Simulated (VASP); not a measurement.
Input of a VASP 6.6.1 run:

POSCAR

```
KBr
1.0
    5.6185814494      0.0000000000      0.0000000000
   -2.8092907247      4.8658342684      0.0000000000
    0.0000000000      0.0000000000      6.5538300027
K Br
2 2
Direct
    0.3333333333      0.6666666667     -0.0625000000
    0.6666666667      0.3333333333      0.4375000000
    0.3333333333      0.6666666667      0.4375000000
    0.6666666667      0.3333333333      0.9375000000
```

INCAR.step1

```
ALGO = Normal ; EDIFF = 1E-4
ENCUT = 520 ; GGA = PE
ISMEAR = 0 ; LASPH = T
LCHARG = F ; LREAL = F
LWAVE = T ; NBANDS = 24
NELM = 100 ; PREC = Accurate
SIGMA = 0.01
```

Contents of INCAR.step2:

```
ALGO = Normal ; EDIFF = 1E-7
ENCUT = 520 ; ISIF = 2
ISMEAR = 0 ; ISTART = 1
LASPH = T ; LCHARG = F
LMIXTAU = T ; LREAL = F
LWAVE = F ; METAGGA = R2SCAN
NBANDS = 24 ; NELM = 100
PREC = Accurate ; SIGMA = 0.01
```

The input KPOINTS:

```
k-points
0
Gamma
  6 6 4
```

Potentials or basis: VASP PAW PBE potentials, release 64 (K_sv, Br).

Run with:

```bash
$ cat potpaw_PBE.64/K_sv/POTCAR potpaw_PBE.64/Br/POTCAR > POTCAR
$ cp INCAR.step1 INCAR
$ mpirun -np 1 vasp_std > vasp.out
$ cp INCAR.step2 INCAR
$ mpirun -np 1 vasp_std > vasp.out
```

Problem. Predict the band gap on the k mesh.

Solution. 4.77 eV.

Problem. Predict the pressure.

Solution. 0.0 GPa.

Caveat: the structure was generated, so it needn't be the stable form of KBr; the PAW data sets were made with another functional, which shifts forces and pressure a little. A k mesh can miss the band edges.
